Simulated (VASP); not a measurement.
A run of VASP 6.6.1 is set up as follows.

The input INCAR:

```
SYSTEM = CuI
PREC = Accurate ; ENCUT = 520
EDIFF = 1E-6 ; ISMEAR = -1
SIGMA = 0.05 ; LREAL = .False.
LASPH = .True. ; NELM = 60
ALGO = Normal ; ISIF = 2
LWAVE = .False. ; LCHARG = .False.
GGA = PE ; NBANDS = 16
```

KPOINTS

```
Automatic mesh
0
Gamma
  8 8 8
  0 0 0
```

The input POSCAR:

```
CuI
1.0
    0.0000000000      2.8428797702      2.8428797702
    2.8428797702      0.0000000000      2.8428797702
    2.8428797702      2.8428797702      0.0000000000
I Cu
1 1
Direct
    0.5000000000      0.5000000000      0.5000000000
    0.0000000000      0.0000000000      0.0000000000
```

Potentials or basis: VASP PAW PBE potentials, release 64 (I, Cu).

The run is started by

```bash
$ cat potpaw_PBE.64/I/POTCAR potpaw_PBE.64/Cu/POTCAR > POTCAR
$ mpirun -np 1 vasp_std > vasp.out
```

(1) Estimate the band gap on the k mesh.

(2) Estimate the pressure.

Answers

(1) zero (band 9 reaches 6.48 eV, above the bottom of band 10 at 5.99 eV).

(2) 1.4 GPa.

Caveat: spin-orbit coupling is left out, which moves the levels of the heavy elements; semilocal functionals often make such compounds metallic where correlation or magnetic order opens a gap, which also shifts bond lengths.
